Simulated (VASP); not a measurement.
Here is a VASP 6.6.1 calculation.

Contents of INCAR:

```
SYSTEM = Ga
ALGO = Normal ; EDIFF = 1E-6
ENCUT = 520 ; GGA = PE
ISIF = 2 ; ISMEAR = -1
LASPH = .TRUE. ; LCHARG = .TRUE.
LELF = .TRUE. ; LREAL = .FALSE.
LVHAR = .TRUE. ; LWAVE = .FALSE.
NBANDS = 34 ; NELM = 100
PREC = Accurate ; SIGMA = 0.05
```

Contents of KPOINTS:

```
k-points
0
G
  9 9 8
  0 0 0
```

POSCAR

```
Ga
1.0
    2.2553500000     -3.8224000000      0.0000000000
    2.2553500000      3.8224000000      0.0000000000
    0.0000000000      0.0000000000      4.4263660000
Ga
4
Direct
    0.1525000000      0.8475000000      0.0785000000
    0.6525000000      0.3475000000      0.4215000000
    0.8475000000      0.1525000000      0.9215000000
    0.3475000000      0.6525000000      0.5785000000
```

Potentials or basis: VASP PAW PBE potentials, release 64 (Ga_d).

The run is started by

```sh
$ cat potpaw_PBE.64/Ga_d/POTCAR > POTCAR
$ mpirun -np 1 vasp_std > vasp.out
```

**Question.** What does it give for the largest force?

**Answer.** 0.379 eV/Å.

**Question.** Predict the pressure.

**Answer.** 3.7 GPa.

Forces on the atoms (eV/Å):
```
Ga   0.000 -0.366  0.098
Ga   0.000 -0.366 -0.098
Ga   0.000  0.366 -0.098
Ga   0.000  0.366  0.098
```

Caveat: the cell differs from its parent crystal (zz strain of -2 %); the cell stands under pressure.
